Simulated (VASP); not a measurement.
# BN (F-43m) in VASP: further runs, part 2 of 2

VASP 6.6.1.

## (3) Single point, PBE

The input, INCAR:

```
PREC = Accurate ; ENCUT = 600
EDIFF = 1E-6 ; ISMEAR = 0
SIGMA = 0.01 ; LREAL = F
LASPH = T ; NELM = 120
ALGO = Normal ; ISIF = 2
LWAVE = F ; LCHARG = F
GGA = PE ; NBANDS = 11
GGA_COMPAT = F
```

The input, KPOINTS:

```
regular mesh
0
Gamma
  12 12 12
```

The input, POSCAR:

```
BN
1.0
    0.0000000000      1.7450556645      1.7450556645
    1.7450556645      0.0000000000      1.7450556645
    1.7450556645      1.7450556645      0.0000000000
B N
1 1
Direct
    0.0000000000      0.0000000000      0.0000000000
    0.2500000000      0.2500000000      0.2500000000
```

Potentials or basis: VASP PAW PBE potentials, release 64 (B, N).

Launch:

```sh
> cat potpaw_PBE.64/B/POTCAR potpaw_PBE.64/N/POTCAR > POTCAR
> mpirun -np 1 vasp_std > vasp.out
```

OUTCAR:

```text
PREC = Accurate
   ENCUT = 600
   EDIFF = 1E-6
   ISMEAR = 0
   LREAL = F
   LASPH = T
   NELM = 120
   ISIF = 2
   GGA = PE

 ion  position               nearest neighbor table
   1  0.000  0.000  0.000-   2 1.51   2 1.51   2 1.51   2 1.51
   2  0.250  0.250  0.250-   1 1.51   1 1.51   1 1.51   1 1.51

  LATTYP: Found a face centered cubic cell.
 ALAT       =     3.4901113290

  Lattice vectors:

 A1 = (   0.0000000000,   1.7450556645,   1.7450556645)
[... 522 lines left out ...]
------------------------ aborting loop because EDIFF is reached ----------------------------------------

  FORCE on cell =-STRESS in cart. coord.  units (eV):
  Direction    XX          YY          ZZ          XY          YZ          ZX
  --------------------------------------------------------------------------------------
  -------------------------------------------------------------------------------------
  Total        3.4632874      3.4632874      3.4632874     -0.0000000      0.0000000     -0.0000000
  in kB      522.0850617    522.0850617    522.0850617     -0.0000000      0.0000000     -0.0000000
  external PRESSURE =     522.0850617 kB  Pullay stress =       0.0000000 kB

 VOLUME and BASIS-vectors are now :
 -----------------------------------------------------------------------------
  energy-cutoff  :      600.00
  volume of cell :       10.63
      direct lattice vectors                 reciprocal lattice vectors
     0.000000000  1.745055664  1.745055664    -0.286523811  0.286523811  0.286523811
     1.745055664  0.000000000  1.745055664     0.286523811 -0.286523811  0.286523811
     1.745055664  1.745055664  0.000000000     0.286523811  0.286523811 -0.286523811

 POSITION                                       TOTAL-FORCE (eV/Angst)
 -----------------------------------------------------------------------------------
      0.00000      0.00000      0.00000        -0.000000     -0.000000     -0.000000
      0.87253      0.87253      0.87253         0.000000      0.000000      0.000000
 -----------------------------------------------------------------------------------
    total drift:                                0.000000      0.000000      0.000000

  FREE ENERGIE OF THE ION-ELECTRON SYSTEM (eV)
  ---------------------------------------------------
  free  energy   TOTEN  =       -17.2598937793 eV

  energy  without entropy=      -17.2598937793  energy(sigma->0) =      -17.25989378
```

OSZICAR:

```text
N       E                     dE             d eps       ncg     rms          rms(c)
DAV:   1     0.168029843481E+02    0.16803E+02   -0.55782E+03  1640   0.823E+02
DAV:   2    -0.177659179014E+02   -0.34569E+02   -0.33473E+02  1877   0.199E+02
DAV:   3    -0.184079675332E+02   -0.64205E+00   -0.64025E+00  1887   0.220E+01
DAV:   4    -0.184088157537E+02   -0.84822E-03   -0.84819E-03  1719   0.851E-01
DAV:   5    -0.184088163716E+02   -0.61785E-06   -0.61784E-06  1839   0.241E-02    0.733E+00
DAV:   6    -0.173870085041E+02    0.10218E+01   -0.28073E+00  1683   0.108E+01    0.365E+00
DAV:   7    -0.172766323103E+02    0.11038E+00   -0.16405E-01  1866   0.329E+00    0.206E+00
DAV:   8    -0.172595556149E+02    0.17077E-01   -0.40034E-02  1793   0.150E+00    0.255E-01
DAV:   9    -0.172598140632E+02   -0.25845E-03   -0.81238E-04  1710   0.272E-01    0.938E-02
DAV:  10    -0.172598896086E+02   -0.75545E-04   -0.10757E-04  1753   0.931E-02    0.168E-02
DAV:  11    -0.172598937198E+02   -0.41112E-05   -0.63212E-06  1833   0.218E-02    0.105E-02
DAV:  12    -0.172598937793E+02   -0.59507E-07   -0.10580E-06   990   0.792E-03
   1 F= -.17259894E+02 E0= -.17259894E+02  d E =-.284757E-40
```

stdout:

```text
POSCAR found type information on POSCAR B N
 POSCAR found :  2 types and       2 ions
 scaLAPACK will be used
 LDA part: xc-table for (Slater+PW92), standard interpolation
 POSCAR, INCAR and KPOINTS ok, starting setup
 FFT: planning ... GRIDC
 FFT: planning ... GRID_SOFT
 FFT: planning ... GRID
 WAVECAR not read
 entering main loop
```

Run time: 3.9 s. Hardware: 1 thread of Intel Xeon 6975P-C (Granite Rapids), shared host; peak memory 0.12 GiB.

Results:

- Free energy: -17.2599 eV
- Pressure: 52.2 GPa
- Band gap on the k mesh: 4.56 eV (least direct gap 9.32 eV)

Levels at points of the mesh, in eV from the valence-band top:
```tsv
k point	band 1	band 2	band 3	band 4	band 5	band 6	band 7	band 8	band 9
(0.00, 0.00, 0.00)	-21.48	0.00	0.00	0.00	9.32	9.32	9.32	12.12	26.79
(0.50, 0.00, 0.00)	-16.75	-11.70	-2.15	-2.15	11.29	11.29	11.57	16.34	25.05
(0.50, 0.50, 0.00)	-15.23	-9.64	-5.45	-5.45	4.56	9.82	19.60	19.60	22.68
```

Caveat: the cell stands under pressure. A k mesh can miss the band edges.

## (4) Single point, PBE

The input, INCAR:

```
SYSTEM = BN
  PREC = Accurate
  ENCUT = 600
  EDIFF = 1E-6
  ISMEAR = 0
  SIGMA = 0.02
  LREAL = .False.
  LASPH = .True.
  NELM = 120
  ALGO = Normal
  ISIF = 2
  LWAVE = .False.
  LCHARG = .True.
  GGA = PE
  LELF = .True.
  LVHAR = .True.
  NBANDS = 11
  GGA_COMPAT = .False.
```

The input, KPOINTS:

```
regular mesh
0
Gamma
  12 12 12
  0 0 0
```

POSCAR is that of step 3.

Potentials or basis: VASP PAW PBE potentials, release 64 (B, N).

Launch:

```sh
> cat potpaw_PBE.64/B/POTCAR potpaw_PBE.64/N/POTCAR > POTCAR
> mpirun -np 1 vasp_std > vasp.out
```

OUTCAR:

```text
SYSTEM = BN
   PREC = Accurate
   ENCUT = 600
   EDIFF = 1E-6
   ISMEAR = 0
   LREAL = .False.
   LASPH = .True.
   NELM = 120
   ISIF = 2
   GGA = PE

 ion  position               nearest neighbor table
   1  0.000  0.000  0.000-   2 1.51   2 1.51   2 1.51   2 1.51
   2  0.250  0.250  0.250-   1 1.51   1 1.51   1 1.51   1 1.51

  LATTYP: Found a face centered cubic cell.
 ALAT       =     3.4901113290

  Lattice vectors:

 A1 = (   0.0000000000,   1.7450556645,   1.7450556645)
 A2 = (   1.7450556645,   0.0000000000,   1.7450556645)
 A3 = (   1.7450556645,   1.7450556645,   0.0000000000)

Analysis of symmetry for initial positions (statically):
=====================================================================
 Subroutine PRICEL returns:
 Original cell was already a primitive cell.

 Routine SETGRP: Setting up the symmetry group for a
 face centered cubic supercell.

 Subroutine GETGRP returns: Found 24 space group operations
 (whereof 24 operations were pure point group operations)
 out of a pool of 48 trial point group operations.

The static configuration has the point symmetry T_d .

Analysis of symmetry for dynamics (positions and initial velocities):
[... 171 lines left out ...]
      4       8.7591      2.00000
      5      18.0825      0.00000
      6      18.0825      0.00000
      7      18.0825      0.00000
      8      20.8795      0.00000
      9      35.5499      0.00000
     10      37.8476      0.00000
     11      37.8476      0.00000
[... 309 lines left out ...]
 k-point    24 :      -0.4167    0.1667    0.0000
  band No.  band energies     occupation
      1      -7.5883      2.00000
      2      -2.1862      2.00000
      3       4.2674      2.00000
      4       5.9045      2.00000
      5      18.5813      0.00000
      6      21.8036      0.00000
      7      22.3373      0.00000
      8      25.8643      0.00000
      9      31.1849      0.00000
     10      35.4588      0.00000
     11      37.6559      0.00000

 [... further k-points ...]

------------------------ aborting loop because EDIFF is reached ----------------------------------------

  FORCE on cell =-STRESS in cart. coord.  units (eV):
  Direction    XX          YY          ZZ          XY          YZ          ZX
  --------------------------------------------------------------------------------------
  -------------------------------------------------------------------------------------
  Total        3.4632874      3.4632874      3.4632874      0.0000000      0.0000000     -0.0000000
  in kB      522.0850618    522.0850618    522.0850618      0.0000000      0.0000000     -0.0000000
  external PRESSURE =     522.0850618 kB  Pullay stress =       0.0000000 kB

 VOLUME and BASIS-vectors are now :
 -----------------------------------------------------------------------------
  energy-cutoff  :      600.00
  volume of cell :       10.63
      direct lattice vectors                 reciprocal lattice vectors
     0.000000000  1.745055664  1.745055664    -0.286523811  0.286523811  0.286523811
     1.745055664  0.000000000  1.745055664     0.286523811 -0.286523811  0.286523811
     1.745055664  1.745055664  0.000000000     0.286523811  0.286523811 -0.286523811

 POSITION                                       TOTAL-FORCE (eV/Angst)
 -----------------------------------------------------------------------------------
      0.00000      0.00000      0.00000        -0.000000     -0.000000      0.000000
      0.87253      0.87253      0.87253         0.000000      0.000000     -0.000000
 -----------------------------------------------------------------------------------
    total drift:                                0.000000      0.000000      0.000000

  FREE ENERGIE OF THE ION-ELECTRON SYSTEM (eV)
  ---------------------------------------------------
  free  energy   TOTEN  =       -17.2598937793 eV

  energy  without entropy=      -17.2598937793  energy(sigma->0) =      -17.25989378
```

Run time: 4 s. Hardware: 1 thread of Intel Xeon 6975P-C (Granite Rapids), shared host; peak memory 0.12 GiB.

Results:

* Free energy: -17.2599 eV
* Pressure: 52.2 GPa
* Band gap on the k mesh: 4.56 eV (least direct gap 9.32 eV)

Caveat: the cell stands under pressure.

## (5) Overview

```tsv
k mesh	smearing	gap on the mesh (eV)	pressure (GPa)
10 × 10 × 10	gaussian 0.1 eV	4.56	52.2
12 × 12 × 12	gaussian 0.01 eV	4.56	52.2
12 × 12 × 12	gaussian 0.02 eV	4.56	52.2
```

Alike in all rows: task single point; level PBE; potentials or basis VASP PAW PBE potentials, release 64 (B, N); no spin polarisation; cell a = 2.468 Å, angles 60.0°, 2 atoms; cutoff (eV) 600.

Caveats: the cell stands under pressure.

Total energies depend on the potentials used, so only differences within one code and one set of settings carry meaning.
